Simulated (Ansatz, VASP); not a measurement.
Two plane-wave programs on AgI

The input INCAR:

```
PREC = Accurate
ENCUT = 500
EDIFF = 1E-6
ISMEAR = 0
SIGMA = 0.01
LREAL = False
LASPH = True
NELM = 120
ALGO = Normal
ISIF = 2
LWAVE = False
LCHARG = False
GGA = PE
NBANDS = 26
GGA_COMPAT = False
```

KPOINTS

```
regular mesh
0
Gamma
  6 6 4
```

The input POSCAR:

```
AgI
1.0
    4.7777668718      0.0000000000      0.0000000000
   -2.3888834359      4.1376674843      0.0000000000
    0.0000000000      0.0000000000      7.8147744121
Ag I
2 2
Direct
    0.6666666667      0.3333333333      0.6276573194
    0.3333333333      0.6666666667      0.1276573194
    0.6666666667      0.3333333333      0.0023426806
    0.3333333333      0.6666666667      0.5023426806
```

Input for Ansatz:

```yaml
crystal:
  lattice:
    - [4.7777668718, 0.0, 0.0]
    - [-2.3888834359, 4.1376674843, 0.0]
    - [0.0, 0.0, 7.8147744121]
  atoms:
    - { symbol: Ag, position: [0.6666666667, 0.3333333333, 0.6276573194] }
    - { symbol: Ag, position: [0.3333333333, 0.6666666667, 0.1276573194] }
    - { symbol: I, position: [0.6666666667, 0.3333333333, 0.0023426806] }
    - { symbol: I, position: [0.3333333333, 0.6666666667, 0.5023426806] }
kpoints:
  mp_grid: { grid: [6, 6, 4] }
hamiltonian:
  xc: pbe
scf:
  occupations: { method: fixed }
  n_extra_bands: 5
output:
  forces: true
  stress: true
  eigenvalues: true
```

Alike in both runs: task single point; functional PBE; k mesh 6 × 6 × 4; no spin polarisation.

|  | VASP | Ansatz |
| --- | --- | --- |
| version | VASP 6.6.1 | Ansatz 0.2.0 |
| potentials or method | VASP PAW PBE potentials, release 64 (Ag, I) | plane waves, PAW |
| plane-wave cutoff (eV) | 500 | 420 |
| occupations | gaussian, width 0.01 eV | fixed |
| valence electrons in the cell | 36 | 72 |

```tsv
	VASP	Ansatz	Ansatz less VASP
gap on the k mesh at the Fermi level (eV)	1.37	1.37	-0.002
pressure (GPa)	-1.3	-1.3	+0.04
```

VASP's potentials hold 36 valence electrons a cell and Ansatz's 72, so a difference there can come from the potentials and not from the codes.

Spin-orbit coupling is off throughout.
